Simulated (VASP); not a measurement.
**K: single point with PBE**

K:

```
CELL_PARAMETERS angstrom
-4.13282 4.13282 4.13282
4.13282 -4.13282 4.13282
4.13282 4.13282 -4.13282
ATOMIC_POSITIONS crystal
K 0.00000 0.50000 0.50000
K 0.50000 0.00000 0.50000
K 0.50000 0.50000 0.00000
```

* Program: VASP 6.6.1
* Task: single point
* Functional: PBE
* Potentials or basis: VASP PAW PBE potentials, release 64 (K_sv)
* Cutoff: 520 eV
* k mesh: 8 × 8 × 8
* Occupations: gaussian, width 0.1 eV
* Spin: no spin polarisation
* Dipole correction: no
* Further INCAR settings: ALGO = Fast; EDIFF = 1e-07; NBANDS = 20

```yaml
Pressure: 0.0 GPa
```

Levels at points of the mesh, in eV from the Fermi level:
```csv
k point,band 11,band 12,band 13,band 14,band 15,band 16
"(0.00, 0.00, 0.00)",-15.87,-15.87,-1.87,1.49,1.49,1.49
"(0.50, 0.00, 0.00)",-15.90,-15.87,-0.82,-0.52,1.19,1.23
"(0.50, 0.50, 0.50)",-15.87,-15.87,0.12,0.12,0.50,0.50
```

Wall time 6.6 min on 1 thread of Oxide Virtual Turin-like Processor, on a shared host, peak memory 0.42 GiB.
